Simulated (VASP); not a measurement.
# GaN (F-43m) in VASP: further runs, part 2 of 2

VASP 6.6.1.

## (3) Single point, r2SCAN

Contents of POSCAR:

```
GaN
1.0
    0.0000000000      2.2489525403      2.2489525403
    2.2489525403      0.0000000000      2.2489525403
    2.2489525403      2.2489525403      0.0000000000
Ga N
1 1
Direct
    0.0000000000      0.0000000000      0.0000000000
    0.2500000000      0.2500000000      0.2500000000
```

Contents of INCAR.step1:

```
PREC = Accurate
ENCUT = 520
ISMEAR = 0
SIGMA = 0.01
LREAL = False
LASPH = True
NELM = 100
NBANDS = 16
GGA = PE
ALGO = Normal
EDIFF = 1E-4
LWAVE = True
LCHARG = False
```

Contents of INCAR.step2:

```
PREC = Accurate
ENCUT = 520
EDIFF = 1E-6
ISMEAR = 0
SIGMA = 0.01
LREAL = False
LASPH = True
NELM = 100
ALGO = Normal
ISIF = 2
LWAVE = False
LCHARG = False
METAGGA = R2SCAN
LMIXTAU = True
NBANDS = 16
ISTART = 1
```

Contents of KPOINTS:

```
Automatic mesh
0
Gamma
  10 10 10
```

Potentials or basis: VASP PAW PBE potentials, release 64 (Ga_d, N).

Launch:

```sh
cat potpaw_PBE.64/Ga_d/POTCAR potpaw_PBE.64/N/POTCAR > POTCAR
cp INCAR.step1 INCAR
mpirun -np 1 vasp_std > vasp.out
cp INCAR.step2 INCAR
mpirun -np 1 vasp_std > vasp.out
```

OUTCAR:

```text
PREC = Accurate
   ENCUT = 520
   EDIFF = 1E-6
   ISMEAR = 0
   LREAL = False
   LASPH = True
   NELM = 100
   ISIF = 2
   METAGGA = R2SCAN
   ISTART = 1

 ion  position               nearest neighbor table
   1  0.000  0.000  0.000-   2 1.95   2 1.95   2 1.95   2 1.95
   2  0.250  0.250  0.250-   1 1.95   1 1.95   1 1.95   1 1.95

  LATTYP: Found a face centered cubic cell.
 ALAT       =     4.4979050806

  Lattice vectors:

 A1 = (   0.0000000000,   2.2489525403,   2.2489525403)
 A2 = (   2.2489525403,   0.0000000000,   2.2489525403)
 A3 = (   2.2489525403,   2.2489525403,   0.0000000000)

Analysis of symmetry for initial positions (statically):
=====================================================================
 Subroutine PRICEL returns:
 Original cell was already a primitive cell.

 Routine SETGRP: Setting up the symmetry group for a
 face centered cubic supercell.

 Subroutine GETGRP returns: Found 24 space group operations
 (whereof 24 operations were pure point group operations)
 out of a pool of 48 trial point group operations.

The static configuration has the point symmetry T_d .
[... 155 lines left out ...]
  ext. energy  EPLUGINS =         0.00000000
  ---------------------------------------------------
  free energy    TOTEN  =       -21.89635249 eV

  energy without entropy =      -21.89635249  energy(sigma->0) =      -21.89635249

 E-fermi :   5.2503     XC(G=0): -12.6707

 val. band max:        5.0825059380   @ k =   0.0000   0.0000   0.0000
 cond. band min:       7.2421890079   @ k =   0.0000   0.0000   0.0000
 fundamental gap:      2.1596830699
 Fermi energy:         5.2503069375

 k-point     1 :       0.0000    0.0000    0.0000
  band No.  band energies     occupation
      1     -11.7005      2.00000
      2      -8.7527      2.00000
      3      -8.7527      2.00000
      4      -8.7527      2.00000
      5      -8.3955      2.00000
      6      -8.3955      2.00000
[... 433 lines left out ...]
      3      -8.5132      2.00000
      4      -8.5101      2.00000
      5      -8.3327      2.00000
      6      -7.5769      2.00000
[... 8 lines left out ...]
     15      28.4580      0.00000
     16      28.5421      0.00000

 [... further k-points ...]
[... 5 lines left out ...]
  --------------------------------------------------------------------------------------
  -------------------------------------------------------------------------------------
  Total        0.1511279      0.1511279      0.1511279      0.0000000     -0.0000000     -0.0000000
  in kB       10.6435005     10.6435005     10.6435005      0.0000000     -0.0000000     -0.0000000
  external PRESSURE =      10.6435005 kB  Pullay stress =       0.0000000 kB

 VOLUME and BASIS-vectors are now :
 -----------------------------------------------------------------------------
  energy-cutoff  :      520.00
  volume of cell :       22.75
      direct lattice vectors                 reciprocal lattice vectors
     0.000000000  2.248952540  2.248952540    -0.222325723  0.222325723  0.222325723
     2.248952540  0.000000000  2.248952540     0.222325723 -0.222325723  0.222325723
     2.248952540  2.248952540  0.000000000     0.222325723  0.222325723 -0.222325723

 POSITION                                       TOTAL-FORCE (eV/Angst)
 -----------------------------------------------------------------------------------
      0.00000      0.00000      0.00000         0.000000      0.000000      0.000000
      1.12448      1.12448      1.12448        -0.000000     -0.000000     -0.000000
 -----------------------------------------------------------------------------------
    total drift:                                0.000008      0.000008      0.000008

  FREE ENERGIE OF THE ION-ELECTRON SYSTEM (eV)
  ---------------------------------------------------
  free  energy   TOTEN  =       -21.8963524923 eV

  energy  without entropy=      -21.8963524923  energy(sigma->0) =      -21.89635249
```

OUTCAR.step1:

```text
PREC = Accurate
   ENCUT = 520
   ISMEAR = 0
   LREAL = False
   LASPH = True
[... 677 lines left out ...]
      0.00000      0.00000      0.00000         0.000000     -0.000000     -0.000000
      1.12448      1.12448      1.12448        -0.000000      0.000000      0.000000
 -----------------------------------------------------------------------------------
    total drift:                                0.000002      0.000002      0.000002

  FREE ENERGIE OF THE ION-ELECTRON SYSTEM (eV)
  ---------------------------------------------------
  free  energy   TOTEN  =       -12.1382217209 eV

  energy  without entropy=      -12.1382217209  energy(sigma->0) =      -12.13822172
```

OSZICAR.step1:

```text
N       E                     dE             d eps       ncg     rms          rms(c)
DAV:   1     0.830497632264E+02    0.83050E+02   -0.92021E+03  1632   0.202E+03
DAV:   2    -0.829015071050E+01   -0.91340E+02   -0.85553E+02  1728   0.329E+02
DAV:   3    -0.140777432842E+02   -0.57876E+01   -0.57638E+01  1704   0.708E+01
DAV:   4    -0.141477043350E+02   -0.69961E-01   -0.69951E-01  1960   0.823E+00
DAV:   5    -0.141486194438E+02   -0.91511E-03   -0.91511E-03  1752   0.860E-01    0.774E+00
DAV:   6    -0.121367354360E+02    0.20119E+01   -0.49028E+00  2296   0.399E+01    0.268E+00
DAV:   7    -0.121458003519E+02   -0.90649E-02   -0.32229E-01  1640   0.656E+00    0.177E+00
DAV:   8    -0.121421125162E+02    0.36878E-02   -0.56708E-02  1760   0.326E+00    0.783E-01
DAV:   9    -0.121379645465E+02    0.41480E-02   -0.14329E-02  2248   0.275E+00    0.198E-01
DAV:  10    -0.121383177773E+02   -0.35323E-03   -0.15307E-03  1776   0.545E-01    0.967E-02
DAV:  11    -0.121382151583E+02    0.10262E-03   -0.26570E-04  1528   0.257E-01    0.855E-03
DAV:  12    -0.121382217209E+02   -0.65626E-05   -0.47089E-05   816   0.804E-02
   1 F= -.12138222E+02 E0= -.12138222E+02  d E =-.238679E-18
```

Wall time 37 s (1 thread of AMD EPYC 9R45 (Zen 5), shared host); peak memory 0.12 GiB.

Results:

```yaml
Free_energy: -21.8964 eV
Pressure: 1.1 GPa
Band_gap_on_the_k_mesh: 2.16 eV
```

Caveat: the structure was generated, so it needn't be the stable form of GaN; the PAW data sets were made with another functional, which shifts forces and pressure a little.

## (4) Relaxation of cell and atoms, r2SCAN

This run uses another cell than the first one, of 11.76 Å³/atom.

Contents of POSCAR:

```
GaN
1.0
    0.0000000000      2.2741788541      2.2741788541
    2.2741788541      0.0000000000      2.2741788541
    2.2741788541      2.2741788541      0.0000000000
Ga N
1 1
Direct
    0.0000000000      0.0000000000      0.0000000000
    0.2500000000      0.2500000000      0.2500000000
```

Contents of INCAR.step1:

```
SYSTEM = GaN
PREC     = Accurate       ! precision mode
ENCUT    = 600            ! plane-wave cutoff, eV
ISMEAR   = -1             ! smearing method
SIGMA    = 0.02           ! smearing width, eV
LREAL    = .FALSE.        ! projectors in reciprocal space
LASPH    = .TRUE.         ! aspherical terms in the spheres
NELM     = 60             ! most SCF steps
GGA      = PE             ! functional
ALGO     = Normal         ! electronic algorithm
EDIFF    = 1E-4           ! SCF threshold, eV
LWAVE    = .TRUE.         ! write WAVECAR
LCHARG   = .FALSE.        ! write CHGCAR
```

Contents of INCAR.step2:

```
SYSTEM = GaN
PREC     = Accurate       ! precision mode
ENCUT    = 600            ! plane-wave cutoff, eV
EDIFF    = 1E-7           ! SCF threshold, eV
ISMEAR   = -1             ! smearing method
SIGMA    = 0.02           ! smearing width, eV
LREAL    = .FALSE.        ! projectors in reciprocal space
LASPH    = .TRUE.         ! aspherical terms in the spheres
NELM     = 60             ! most SCF steps
ALGO     = Normal         ! electronic algorithm
ISIF     = 3              ! what is computed and relaxed
LWAVE    = .FALSE.        ! write WAVECAR
LCHARG   = .FALSE.        ! write CHGCAR
METAGGA  = R2SCAN         ! meta-GGA
LMIXTAU  = .TRUE.       
IBRION   = 2              ! ionic algorithm
NSW      = 80             ! ionic steps
EDIFFG   = -0.005         ! ionic threshold
ISTART   = 1
```

Contents of KPOINTS:

```
regular mesh
0
G
  8 8 8
  0 0 0
```

Launch:

```sh
cat potpaw_PBE.64/Ga_d/POTCAR potpaw_PBE.64/N/POTCAR > POTCAR
cp INCAR.step1 INCAR
mpirun -np 1 vasp_std > vasp.out
cp INCAR.step2 INCAR
mpirun -np 1 vasp_std > vasp.out
```

It took 1.8 min on 1 thread of AMD EPYC 9R45 (Zen 5), shared host; peak memory 0.15 GiB.

Results (log left out):

* Free energy: -21.8984 eV
* Relaxed volume: 11.44 Å³/atom
* Relaxed cell: a = 3.187 Å, b = 3.187 Å, c = 3.187 Å, α = 60.00°, β = 60.00°, γ = 60.00°
* Space group after relaxing (to 0.1 Å): F-43m (No. 216)
* Energy gained by relaxing: 5.3 meV/atom
* Ionic steps: 3
* Pressure after relaxing: 0.0 GPa
* Band gap on the k mesh: 2.12 eV

The path:
| step | energy change (eV) | largest force (eV/Å) | pressure (GPa) | volume (Å³) |
| --- | --- | --- | --- | --- |
| 1 | 0.0000 | 0.0000 | -5.12 | 23.52 |
| 2 | -0.0002 | 0.0000 | 5.63 | 22.27 |
| 3 | -0.0107 | 0.0000 | 0.03 | 22.88 |

Final structure:
```xyz
2
Lattice="0.0000 2.2532 2.2532 2.2532 0.0000 2.2532 2.2532 2.2532 0.0000" Properties=species:S:1:pos:R:3 pbc="T T T"
Ga    0.0000    0.0000    0.0000
N     1.1266    1.1266    1.1266
```

Levels at points of the mesh, in eV from the valence-band top:
```tsv
k point	band 5	band 6	band 7	band 8	band 9	band 10	band 11	band 12	band 13
(0.00, 0.00, 0.00)	-13.48	-13.48	0.00	0.00	0.00	2.12	11.01	11.01	11.01
(0.50, 0.00, 0.00)	-13.44	-12.35	-7.16	-1.00	-1.00	5.17	9.44	11.00	11.00
(0.50, 0.50, 0.00)	-13.40	-11.97	-6.22	-2.78	-2.78	3.77	7.24	12.58	14.95
```

Caveat: the structure was generated, so it needn't be the stable form of GaN; the PAW data sets were made with another functional, which shifts forces and pressure a little.

## (5) The runs side by side

| task | cell | k mesh | cutoff (eV) | smearing | gap on the mesh (eV) | pressure (GPa) |
| --- | --- | --- | --- | --- | --- | --- |
| single point | a = 3.180 Å, angles 60.0°, 2 atoms | 8 × 8 × 8 | 520 | fermi-dirac 0.02 eV | 2.16 | 1.1 |
| single point | a = 3.180 Å, angles 60.0°, 2 atoms | 10 × 10 × 10 | 520 | gaussian 0.01 eV | 2.16 | 1.1 |
| relaxation of cell and atoms | relaxed from a = 3.216 Å, angles 60.0°, 2 atoms | 8 × 8 × 8 | 600 | fermi-dirac 0.02 eV | 2.12 | 0.0 |

Alike in all rows: level r2SCAN; potentials or basis VASP PAW PBE potentials, release 64 (Ga_d, N); no spin polarisation.

Caveats: the structure was generated, so it needn't be the stable form of GaN; the PAW data sets were made with another functional, which shifts forces and pressure a little.

Absolute energies hang on the potentials; compare differences alone.
